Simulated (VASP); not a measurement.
BAs, 2 atoms in the cell. It takes space group F-43m (No. 216, cubic). The conventional cell has a = 4.822 Å, b = 4.822 Å, c = 4.822 Å, α = 90.00°, β = 90.00°, γ = 90.00°. Within 2.8 Å of B (site symmetry -43m) lie 4 As at 2.09 Å. As (site symmetry -43m) has 4 B at 2.09 Å within 2.8 Å. 

| Item | Value |
| --- | --- |
| Program | VASP 6.6.1 |
| Task | vibrations by perturbation theory |
| Functional | PBE |
| Potentials or basis | VASP PAW PBE potentials, release 64 (B, As) |
| Cutoff | 520 eV |
| k mesh | 10 × 10 × 10 |
| Occupations | gaussian, width 0.01 eV |
| Spin | no spin polarisation |
| Dipole correction | no |
| Further INCAR settings | ALGO = Normal; EDIFF = 1e-08; NBANDS = 11; IBRION = 8; NSW = 1 |

Potentials or basis: VASP PAW PBE potentials, release 64 (B, As).

The run is started by

```sh
$ cat potpaw_PBE.64/B/POTCAR potpaw_PBE.64/As/POTCAR > POTCAR
$ mpirun -np 1 vasp_std > vasp.out
```

Hardware: 1 thread of Intel(R) Xeon(R) 6975P-C (Granite Rapids), with other jobs on the host.

Task: Estimate the wall time of this run.

Result: Run time: 6.2 min on 1 thread of Intel(R) Xeon(R) 6975P-C (Granite Rapids), on a shared host, peak memory 0.28 GiB. Counts: scf iterations 107, k points 47.
